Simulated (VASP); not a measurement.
Set up this calculation in VASP 6.6.1, as the native input.

```yaml
Task: single point
Functional: PBE0
Potentials_or_basis: VASP PAW PBE potentials, release 64 (Cs_sv, Br)
Cutoff: 400 eV
k_mesh: 4 × 4 × 4
Occupations: gaussian, width 0.01 eV
Spin: no spin polarisation
Dipole_correction: no
Grid_for_exact_exchange_PRECFOCK: Normal
Further_INCAR_settings: ALGO = Normal; EDIFF = 1e-06; NBANDS = 15
```

The system is CsBr.

```
Cs Br
1.0
     4.31938    0.00000    0.00000
     0.00000    4.31938    0.00000
     0.00000    0.00000    4.31938
Cs Br
1 1
Cartesian
  0.0000 0.0000 0.0000
  2.1597 2.1597 2.1597
```

These files were run (other wordings do the same):

POSCAR

```
CsBr
1.0
    4.3193780776      0.0000000000      0.0000000000
    0.0000000000      4.3193780776      0.0000000000
    0.0000000000      0.0000000000      4.3193780776
Cs Br
1 1
Direct
    0.0000000000      0.0000000000      0.0000000000
    0.5000000000      0.5000000000      0.5000000000
```

INCAR.step1

```
SYSTEM = CsBr
ALGO = Normal ; EDIFF = 1E-5
ENCUT = 400 ; GGA = PE
GGA_COMPAT = .FALSE. ; ISIF = 2
ISMEAR = 0 ; LASPH = .TRUE.
LREAL = .FALSE. ; LWAVE = .TRUE.
NBANDS = 15 ; NELM = 120
PREC = Accurate ; SIGMA = 0.01
```

INCAR.step2

```
SYSTEM = CsBr
AEXX = 0.25 ; ALGO = Normal
EDIFF = 1E-6 ; ENCUT = 400
GGA = PE ; GGA_COMPAT = .FALSE.
ISIF = 2 ; ISMEAR = 0
ISTART = 1 ; LASPH = .TRUE.
LCHARG = .TRUE. ; LELF = .TRUE.
LHFCALC = .TRUE. ; LREAL = .FALSE.
LVHAR = .TRUE. ; LWAVE = .FALSE.
NBANDS = 15 ; NELM = 120
PREC = Accurate ; PRECFOCK = Normal
SIGMA = 0.01
```

KPOINTS

```
k-points
0
G
  4 4 4
  0 0 0
```

Potentials or basis: VASP PAW PBE potentials, release 64 (Cs_sv, Br).

Command:

```bash
$ cat potpaw_PBE.64/Cs_sv/POTCAR potpaw_PBE.64/Br/POTCAR > POTCAR
$ cp INCAR.step1 INCAR
$ mpirun -np 1 vasp_std > vasp.out
$ cp INCAR.step2 INCAR
$ mpirun -np 1 vasp_std > vasp.out
```

Results of the run:

- Pressure: 0.3 GPa
- Band gap on the k mesh: 6.31 eV, indirect (least direct gap 6.32 eV)

Caveat: the PAW data sets were made with another functional, which shifts forces and pressure a little; spin-orbit coupling is left out, which moves the levels of the heavy elements.

Run time: 3.3 min on 1 thread of Intel(R) Xeon(R) 6975P-C (Granite Rapids), with other jobs on the host, peak memory 0.17 GiB.
